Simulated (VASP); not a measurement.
## Eu: single point with PBE

Crystal: Eu.

```
CELL_PARAMETERS angstrom
-2.30300 2.30300 2.30300
2.30300 -2.30300 2.30300
2.30300 2.30300 -2.30300
ATOMIC_POSITIONS crystal
Eu 0.00000 0.00000 0.00000
```

```
Program             : VASP 6.6.1
Task                : single point
Functional          : PBE
Potentials or basis : VASP PAW PBE potentials, release 64 (Eu)
Cutoff              : 520 eV
k mesh              : 6 × 6 × 6
Occupations         : gaussian, width 0.05 eV
Spin                : collinear spin, ferromagnetic start
Starting moments    : [7.0] μB
```

* Pressure: -1.9 GPa
* Net moment: 7.52 μB per cell
* Site moments: Eu +6.74 μB
* Valence electrons inside the program's atomic spheres: Eu 14.72

Levels at points of the mesh, in eV from the Fermi level:
Spin up:
| k point | band 8 | band 9 | band 10 | band 11 | band 12 | band 13 | band 14 | band 15 | band 16 | band 17 |
| --- | --- | --- | --- | --- | --- | --- | --- | --- | --- | --- |
| (0.00, 0.00, 0.00) | -0.52 | -0.40 | -0.40 | -0.40 | -0.37 | 1.66 | 1.66 | 1.66 | 3.11 | 3.11 |
| (0.50, 0.00, 0.00) | -0.50 | -0.43 | -0.41 | -0.40 | -0.39 | 0.38 | 0.45 | 2.98 | 3.63 | 5.04 |
| (0.50, 0.50, 0.50) | -0.50 | -0.50 | -0.50 | -0.37 | -0.37 | -0.37 | 4.15 | 4.15 | 4.15 | 4.59 |
Spin down:
| k point | band 3 | band 4 | band 5 | band 6 | band 7 | band 8 |
| --- | --- | --- | --- | --- | --- | --- |
| (0.00, 0.00, 0.00) | -18.08 | -18.08 | -3.37 | 2.66 | 2.66 | 2.66 |
| (0.50, 0.00, 0.00) | -18.19 | -18.08 | -0.76 | 1.25 | 1.37 | 3.97 |
| (0.50, 0.50, 0.50) | -18.32 | -18.32 | 0.02 | 0.02 | 3.85 | 3.85 |

Run time: 41 s on 1 thread of AMD EPYC 9R45 96-Core Processor (Zen 5), on a shared host, peak memory 0.18 GiB.

Caveat: spin-orbit coupling is left out, which moves the levels of the heavy elements. The state reached can hang on the start; a lower one may exist.
